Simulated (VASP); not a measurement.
# La: relaxation of cell and atoms with PBEsol

La:

```
La
1.0
    -2.12383    2.12383    2.12383
     2.12383   -2.12383    2.12383
     2.12383    2.12383   -2.12383
La
1
Direct
  0.00000 0.00000 0.00000
```

This isn't the form of La at room conditions, which is double hcp.

| Property | Result |
| --- | --- |
| Program | VASP 6.6.1 |
| Task | relaxation of cell and atoms |
| Functional | PBEsol |
| Potentials or basis | VASP PAW PBE potentials, release 64 (La) |
| Cutoff | 600 eV |
| k mesh | 9 × 9 × 9 |
| Occupations | fermi-dirac, width 0.05 eV |
| Spin | no spin polarisation |
| Dipole correction | no |
| Further INCAR settings | ALGO = Normal; EDIFF = 1e-06; IBRION = 2; EDIFFG = -0.01; NSW = 60; ISIF = 3 |

```json
{
  "Relaxed volume": "34.55 Å³/atom",
  "Relaxed cell": "a = 3.554 Å, b = 3.554 Å, c = 3.554 Å, α = 109.47°, β = 109.47°, γ = 109.47°",
  "Space group after relaxing (to 0.1 Å)": "Im-3m (No. 229)",
  "Energy gained by relaxing": "32.4 meV/atom",
  "Ionic steps": "3",
  "Pressure after relaxing": "0.0 GPa",
  "Band gap on the k mesh": "zero (an odd number of electrons rules out a gap without spin polarisation)"
}
```

The path:
| step | energy change (eV) | largest force (eV/Å) | pressure (GPa) | volume (Å³) |
| --- | --- | --- | --- | --- |
| 1 | 0.0000 | 0.0000 | -2.55 | 38.32 |
| 2 | -0.0317 | 0.0000 | -0.41 | 35.04 |
| 3 | -0.0324 | 0.0000 | -0.02 | 34.55 |

Final structure:
```yaml
crystal:
  lattice:
    - [-2.05174, 2.05174, 2.05174]
    - [2.05174, -2.05174, 2.05174]
    - [2.05174, 2.05174, -2.05174]
  atoms:
    - { symbol: La, position: [0.00000, 0.00000, 0.00000] }
```

Levels at points of the mesh, in eV from the Fermi level:
```
           k point  band 2  band 3  band 4  band 5  band 6  band 7  band 8  band 9
(0.00, 0.00, 0.00)  -15.50  -15.50  -15.50   -3.15    1.57    1.57    1.57    1.66
```

It took 89 s on 1 thread of Intel Xeon 8259CL (shared host), peak memory 0.19 GiB.

Caveat: the PAW data sets were made with another functional, which shifts forces and pressure a little; spin-orbit coupling is left out, which moves the levels of the heavy elements.
